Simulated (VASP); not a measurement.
Ba2B:

```
Ba B
1.0
     4.10570    2.37043    3.47685
    -4.10570    2.37043    3.47685
     0.00000   -4.74086    3.47685
Ba B
4 2
Direct
  0.00000 0.00000 0.00000
  0.74916 0.25084 0.50000
  0.25084 0.50000 0.74916
  0.50000 0.74916 0.25084
  0.28170 0.28170 0.28170
  0.71830 0.71830 0.71830
```

| Property | Result |
| --- | --- |
| Program | VASP 6.6.1 |
| Task | relaxation of cell and atoms |
| Functional | PBE |
| Potentials or basis | VASP PAW PBE potentials, release 64 (Ba_sv, B) |
| Cutoff | 600 eV |
| k mesh | 6 × 6 × 6 |
| Occupations | gaussian, width 0.1 eV |
| Spin | no spin polarisation |

At the start: pressure 0.7 GPa; volume 33.84 Å³/atom.

**Question.** How do energy, volume and symmetry change on relaxing?

**Answer.** Over 9 steps the energy falls by 2.7 meV/atom and the volume is 35.10 Å³/atom (+3.7 %); space group R32 (No. 155, to 0.1 Å) before and after.

Step by step:
```csv
step,energy change (eV),largest force (eV/Å),pressure (GPa),volume (Å³)
1,0.0000,0.0479,0.73,203.03
2,-0.0139,0.0247,0.22,207.60
3,-0.0155,0.0378,0.00,209.83
4,-0.0155,0.0370,0.01,209.70
5,-0.0157,0.0313,0.01,209.80
6,-0.0161,0.0169,0.01,210.13
7,-0.0160,0.0193,0.01,210.17
8,-0.0162,0.0144,0.00,210.34
9,-0.0162,0.0067,-0.01,210.61
```

Final structure:
```xyz
6
Lattice="4.1603 2.4020 3.5126 -4.1603 2.4020 3.5126 0.0000 -4.8039 3.5126" Properties=species:S:1:pos:R:3 pbc="T T T"
Ba    0.0000    0.0000    0.0000
Ba    2.0757    0.0000    5.2689
Ba   -1.0379   -1.7976    5.2689
Ba   -1.0379    1.7976    5.2689
B     0.0000    0.0000    2.9816
B     0.0000    0.0000    7.5562
```
